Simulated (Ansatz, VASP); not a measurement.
## One calculation of CsPtS, two programs

The input INCAR:

```
SYSTEM = CsPtS
PREC = Accurate
ENCUT = 500
EDIFF = 1E-6
ISMEAR = 0
SIGMA = 0.1
LREAL = .FALSE.
LASPH = .TRUE.
NELM = 200
ALGO = Normal
ISIF = 2
LWAVE = .FALSE.
LCHARG = .FALSE.
ISPIN = 2
MAGMOM = 0 1 0
LORBIT = 11
LMAXMIX = 4
GGA = PE
NBANDS = 24
GGA_COMPAT = .FALSE.
```

KPOINTS

```
Automatic mesh
0
G
  4 4 4
  0 0 0
```

POSCAR

```
CsPtS
1.0
    4.3641216500      0.0000000000      0.0000000000
    0.0000000000      4.3641216500      0.0000000000
    0.0000000000      0.0000000000      4.4450422700
Cs Pt S
1 1 1
Direct
    0.0000000000      0.0000000000      0.0000000000
    0.5000000000      0.5000000000      0.0000000000
    0.5000000000      0.5000000000      0.5000000000
```

Input for Ansatz:

```yaml
crystal:
  lattice:
    - [4.36412165, 0.0, 0.0]
    - [0.0, 4.36412165, 0.0]
    - [0.0, 0.0, 4.44504227]
  atoms:
    - { symbol: Cs, position: [0.0, 0.0, 0.0] }
    - { symbol: Pt, position: [0.5, 0.5, 0.0], spin: 1.0 }
    - { symbol: S, position: [0.5, 0.5, 0.5] }
basis:
  ecutwfc: 420
kpoints:
  mp_grid: { grid: [4, 4, 4] }
hamiltonian:
  xc: pbe
scf:
  occupations: { method: gaussian, width: 0.1 }
  lower_state_search: "off"
output:
  forces: true
  stress: true
  eigenvalues: true
  populations: true
magnetization:
  spin_polarized: true
```

Change from the starting cell: species swapped into the DyCoC type (P4/mmm, No. 123).

Alike in both runs: task single point; functional PBE; k mesh 4 × 4 × 4; occupations gaussian, width 0.1 eV; collinear spin.

|  | VASP | Ansatz |
| --- | --- | --- |
| version | VASP 6.6.1 | Ansatz 0.2.0 |
| potentials or method | VASP PAW PBE potentials, release 64 (Cs_sv, Pt, S), cutoff 500 eV | scalar-relativistic, plane waves, PAW |
| valence electrons in the cell | 25 | 33 |

VASP gave:

* gap on the k mesh at the Fermi level (eV): none
* pressure (GPa): 6.7
* traceless stress, the component that is largest in VASP (GPa): -10.64
* net moment per atom (μB): 0.00

Q: Which values does Ansatz return?

A: gap on the k mesh at the Fermi level (eV): none; pressure (GPa): 6.6; traceless stress, the component that is largest in VASP (GPa): -10.31; net moment per atom (μB): 0.00.

A gap of «none» marks a metal or a gap that the smearing closes. VASP's potentials hold 25 valence electrons a cell and Ansatz's 33, so a difference there can come from the potentials and not from the codes. Ansatz's warnings: filled band counts differ across k points, seeded moment not kept.

Spin-orbit coupling is off throughout.
